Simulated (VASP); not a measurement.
KNbAl4: single point with PBE

Crystal: KNbAl4.

```
K Al Nb
1.0
     0.00000    3.86525    3.86525
     3.86525    0.00000    3.86525
     3.86525    3.86525    0.00000
K Al Nb
1 4 1
Direct
  0.75000 0.75000 0.75000
  0.37430 0.37430 0.37430
  0.87709 0.37430 0.37430
  0.37430 0.37430 0.87709
  0.37430 0.87709 0.37430
  0.00000 0.00000 0.00000
```

The cell was built from a structure type or drawn by symmetry, and may not be a known phase.

```json
{"Program": "VASP 6.6.1", "Task": "single point", "Functional": "PBE", "Potentials or basis": "VASP PAW PBE potentials, release 64 (K_sv, Al, Nb_sv)", "Cutoff": "520 eV", "k mesh": "8 × 8 × 8", "Occupations": "gaussian, width 0.1 eV", "Spin": "collinear spin", "Starting moments": "[0.0, 0.0, 0.0, 0.0, 0.0, 1.13] μB"}
```

```yaml
Pressure: 0.0 GPa
Net_moment: 1.56 μB per cell
Site_moments: K +0.03; Al -0.01; Nb +0.98 μB
Valence_electrons_inside_the_program's_atomic_spheres: K 7.70; Al 0.80; Nb 10.49
```

Forces in eV/Å, atoms in the order of the input:
```
K    0.000  0.000  0.000
Al  -0.002 -0.002 -0.002
Al  -0.002  0.002  0.002
Al   0.002  0.002 -0.002
Al   0.002 -0.002  0.002
Nb   0.000  0.000  0.000
```

Levels at points of the mesh, in eV from the Fermi level:
Spin up:
| k point | band 16 | band 17 | band 18 | band 19 | band 20 | band 21 |
| --- | --- | --- | --- | --- | --- | --- |
| (0.00, 0.00, 0.00) | -1.96 | -1.88 | -1.88 | 0.77 | 1.87 | 1.87 |
| (0.50, 0.00, 0.00) | -0.42 | -0.26 | -0.26 | 1.80 | 1.80 | 2.07 |
| (0.50, 0.50, 0.00) | -0.34 | -0.34 | -0.07 | 0.77 | 1.80 | 2.32 |
Spin down:
| k point | band 14 | band 15 | band 16 | band 17 | band 18 | band 19 |
| --- | --- | --- | --- | --- | --- | --- |
| (0.00, 0.00, 0.00) | -1.87 | -1.87 | -1.87 | -1.53 | -1.53 | 1.21 |
| (0.50, 0.00, 0.00) | -1.36 | -1.36 | 0.39 | 0.41 | 0.41 | 2.24 |
| (0.50, 0.50, 0.00) | -2.41 | -0.40 | 0.42 | 0.50 | 0.50 | 1.30 |

Wall time 20 min on 1 thread of Intel Xeon 8259CL (shared host), peak memory 0.42 GiB.
